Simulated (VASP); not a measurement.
# La2O3 (P-3m1) in VASP: notebook, part 2 of 2

VASP 6.6.1.

## (3) Single point, PBEsol

INCAR reads:

```
SYSTEM = La2O3
ALGO = Normal ; EDIFF = 1E-6
ENCUT = 520 ; GGA = PS
ISIF = 2 ; ISMEAR = -1
LASPH = .True. ; LCHARG = .False.
LREAL = .False. ; LWAVE = .False.
NBANDS = 28 ; NELM = 100
PREC = Accurate ; SIGMA = 0.1
```

KPOINTS reads:

```
k-points
0
Gamma
  6 6 4
  0 0 0
```

POSCAR reads:

```
La2O3
1.0
    3.9307780000      0.0000000000      0.0000000000
   -1.9653890000      3.4041530000      0.0000000000
    0.0000000000      0.0000000000      6.1119540000
La O
2 3
Direct
    0.6666666667      0.3333333333      0.7537640000
    0.3333333333      0.6666666667      0.2462360000
    0.6666666667      0.3333333333      0.3541090000
    0.3333333333      0.6666666667      0.6458910000
    0.0000000000      0.0000000000      0.0000000000
```

Potentials or basis: VASP PAW PBE potentials, release 64 (La, O).

Started as:

```bash
$ cat potpaw_PBE.64/La/POTCAR potpaw_PBE.64/O/POTCAR > POTCAR
$ mpirun -np 1 vasp_std > vasp.out
```

OUTCAR:

```text
SYSTEM = La2O3
   EDIFF = 1E-6
   ENCUT = 520
   GGA = PS
   ISIF = 2
   ISMEAR = -1
   LASPH = .True.
   LREAL = .False.
   NELM = 100
   PREC = Accurate

 ion  position               nearest neighbor table
   1  0.667  0.333  0.754-   4 2.36   4 2.36   4 2.36   3 2.44   5 2.72   5 2.72   5 2.72
   2  0.333  0.667  0.246-   3 2.36   3 2.36   3 2.36   4 2.44   5 2.72   5 2.72   5 2.72
   3  0.667  0.333  0.354-   2 2.36   2 2.36   2 2.36   1 2.44
   4  0.333  0.667  0.646-   1 2.36   1 2.36   1 2.36   2 2.44
   5  0.000  0.000  0.000-   2 2.72   1 2.72   2 2.72   1 2.72   1 2.72   2 2.72
[... 946 lines left out ...]
  -------------------------------------------------------------------------------------
  Total       -1.7062755     -1.7062749     -1.5112392     -0.0000000      0.0000000      0.0000000
  in kB      -33.4265890    -33.4265771    -29.6057540     -0.0000000      0.0000000      0.0000000
  external PRESSURE =     -32.1529734 kB  Pullay stress =       0.0000000 kB

 VOLUME and BASIS-vectors are now :
 -----------------------------------------------------------------------------
  energy-cutoff  :      520.00
  volume of cell :       81.78
      direct lattice vectors                 reciprocal lattice vectors
     3.930778000  0.000000000  0.000000000     0.254402564  0.146879415  0.000000000
    -1.965389000  3.404153000  0.000000000     0.000000000  0.293758829  0.000000000
     0.000000000  0.000000000  6.111954000     0.000000000  0.000000000  0.163613797

 POSITION                                       TOTAL-FORCE (eV/Angst)
 -----------------------------------------------------------------------------------
      1.96539      1.13472      4.60697         0.000000      0.000000     -0.100763
     -0.00000      2.26944      1.50498         0.000000     -0.000000      0.100763
      1.96539      1.13472      2.16430        -0.000000     -0.000000      0.004003
     -0.00000      2.26944      3.94766         0.000000     -0.000000     -0.004003
      0.00000      0.00000      0.00000         0.000000     -0.000000     -0.000000
 -----------------------------------------------------------------------------------
    total drift:                               -0.000000      0.000000      0.000000

  FREE ENERGIE OF THE ION-ELECTRON SYSTEM (eV)
  ---------------------------------------------------
  free  energy   TOTEN  =       -43.6909912182 eV

  energy  without entropy=      -43.6909912103  energy(sigma->0) =      -43.69099121
```

OSZICAR:

```text
N       E                     dE             d eps       ncg     rms          rms(c)
DAV:   1     0.465266345264E+03    0.46527E+03   -0.15454E+04  1416   0.219E+03
DAV:   2     0.826978581587E+02   -0.38257E+03   -0.36515E+03  1720   0.353E+02
DAV:   3    -0.343081710452E+02   -0.11701E+03   -0.11117E+03  2248   0.195E+02
DAV:   4    -0.478494782107E+02   -0.13541E+02   -0.13507E+02  2284   0.726E+01
DAV:   5    -0.487497124266E+02   -0.90023E+00   -0.89950E+00  2360   0.197E+01    0.139E+01
DAV:   6    -0.438191822688E+02    0.49305E+01   -0.43737E+01  2160   0.359E+01    0.742E+00
DAV:   7    -0.437426641476E+02    0.76518E-01   -0.49330E+00  2592   0.196E+01    0.342E+00
DAV:   8    -0.437011091782E+02    0.41555E-01   -0.59542E-01  2320   0.586E+00    0.119E+00
DAV:   9    -0.436887453883E+02    0.12364E-01   -0.91626E-02  2408   0.220E+00    0.362E-01
DAV:  10    -0.436902070690E+02   -0.14617E-02   -0.25498E-02  2368   0.104E+00    0.163E-01
DAV:  11    -0.436910753687E+02   -0.86830E-03   -0.74516E-03  2496   0.604E-01    0.133E-01
DAV:  12    -0.436909609255E+02    0.11444E-03   -0.22732E-03  2104   0.293E-01    0.507E-02
DAV:  13    -0.436909925841E+02   -0.31659E-04   -0.91783E-04  2480   0.193E-01    0.228E-02
DAV:  14    -0.436909905108E+02    0.20733E-05   -0.97905E-05  2376   0.788E-02    0.509E-03
DAV:  15    -0.436909912182E+02   -0.70738E-06   -0.76503E-06  2168   0.206E-02
   1 F= -.43690991E+02 E0= -.43690991E+02  d E =-.790520E-08
```

Run time: 81 s. Hardware: 1 thread of Intel Xeon 6975P-C, shared host; peak memory 0.23 GiB.

Results:

```
Free energy            : -43.6910 eV
Pressure               : -3.2 GPa
Largest force          : 0.101 eV/Å
Band gap on the k mesh : 3.78 eV, indirect (least direct gap 3.88 eV)
```

Forces in eV/Å, atoms in the order of the input:
```
La   0.000  0.000 -0.101
La   0.000  0.000  0.101
O    0.000  0.000  0.004
O    0.000  0.000 -0.004
O    0.000  0.000  0.000
```

Levels at points of the mesh, in eV from the valence-band top:
| k point | band 17 | band 18 | band 19 | band 20 | band 21 | band 22 | band 23 | band 24 |
| --- | --- | --- | --- | --- | --- | --- | --- | --- |
| (0.00, 0.00, 0.00) | -1.69 | -0.39 | -0.39 | -0.12 | 4.24 | 4.57 | 4.57 | 5.09 |
| (0.50, 0.00, 0.00) | -0.73 | -0.65 | -0.42 | -0.30 | 3.80 | 4.73 | 5.24 | 5.25 |
| (0.00, 0.00, 0.50) | -1.02 | -0.81 | -0.29 | -0.29 | 4.71 | 4.74 | 4.74 | 4.98 |
| (0.50, 0.00, 0.50) | -0.96 | -0.73 | -0.37 | 0.00 | 4.40 | 4.60 | 5.12 | 5.28 |

Caveat: the PAW data sets were made with another functional, which shifts forces and pressure a little; spin-orbit coupling is left out, which moves the levels of the heavy elements. A k mesh can miss the band edges.

## (4) Single point, r2SCAN

POSCAR is that of step 3.

INCAR.step1 reads:

```
PREC = Accurate
ENCUT = 520
ISMEAR = -1
SIGMA = 0.1
LREAL = False
LASPH = True
NELM = 60
NBANDS = 28
GGA = PE
ALGO = Normal
EDIFF = 1E-4
LWAVE = True
LCHARG = False
```

INCAR.step2 reads:

```
PREC = Accurate
ENCUT = 520
EDIFF = 1E-6
ISMEAR = -1
SIGMA = 0.1
LREAL = False
LASPH = True
NELM = 60
ALGO = Normal
ISIF = 2
LWAVE = False
LCHARG = False
METAGGA = R2SCAN
LMIXTAU = True
NBANDS = 28
ISTART = 1
```

KPOINTS reads:

```
regular mesh
0
Gamma
  6 6 4
```

Started as:

```bash
$ cat potpaw_PBE.64/La/POTCAR potpaw_PBE.64/O/POTCAR > POTCAR
$ cp INCAR.step1 INCAR
$ mpirun -np 1 vasp_std > vasp.out
$ cp INCAR.step2 INCAR
$ mpirun -np 1 vasp_std > vasp.out
```

Wall time 5.2 min (1 thread of Intel Xeon 6975P-C, shared host); peak memory 0.24 GiB.

The run converged. Its results:

```
Free energy            : -96.0575 eV
Pressure               : 0.2 GPa
Largest force          : 0.020 eV/Å
Band gap on the k mesh : 4.24 eV, indirect (least direct gap 4.36 eV)
```

Forces on the atoms (eV/Å):
```
La   0.000  0.000  0.020
La   0.000  0.000 -0.020
O    0.000  0.000 -0.013
O    0.000  0.000  0.013
O    0.000  0.000  0.000
```

Stress tensor (GPa, compression positive):
```
0.14 0.00 0.00
0.00 0.14 0.00
0.00 0.00 0.25
```

Levels at points of the mesh, in eV from the valence-band top:
| k point | band 17 | band 18 | band 19 | band 20 | band 21 | band 22 | band 23 | band 24 |
| --- | --- | --- | --- | --- | --- | --- | --- | --- |
| (0.00, 0.00, 0.00) | -1.65 | -0.39 | -0.39 | -0.12 | 4.79 | 5.12 | 5.12 | 5.77 |
| (0.50, 0.00, 0.00) | -0.75 | -0.68 | -0.43 | -0.30 | 4.30 | 5.27 | 5.79 | 5.83 |
| (0.00, 0.00, 0.50) | -1.00 | -0.77 | -0.29 | -0.29 | 5.24 | 5.28 | 5.28 | 5.54 |
| (0.50, 0.00, 0.50) | -0.97 | -0.71 | -0.38 | 0.00 | 4.93 | 5.09 | 5.72 | 5.83 |

Caveat: the PAW data sets were made with another functional, which shifts forces and pressure a little; spin-orbit coupling is left out, which moves the levels of the heavy elements. A k mesh can miss the band edges.

## (5) Summary

```csv
level,potentials or basis,gap on the mesh (eV),pressure (GPa),largest force (eV/Å)
LDA,"VASP PAW LDA potentials, release 64 (La, O)",3.72,-6.4,0.16
PBEsol,"VASP PAW PBE potentials, release 64 (La, O)",3.78,-3.2,0.10
r2SCAN,"VASP PAW PBE potentials, release 64 (La, O)",4.24,0.2,0.02
```

Alike in all rows: task single point; no spin polarisation; cell as given; k mesh 6 × 6 × 4; cutoff (eV) 520; smearing fermi-dirac 0.1 eV.

Caveats: spin-orbit coupling is left out, which moves the levels of the heavy elements; the PAW data sets were made with another functional, which shifts forces and pressure a little (some runs).

Total energies depend on the potentials used, so only differences within one code and one set of settings carry meaning.
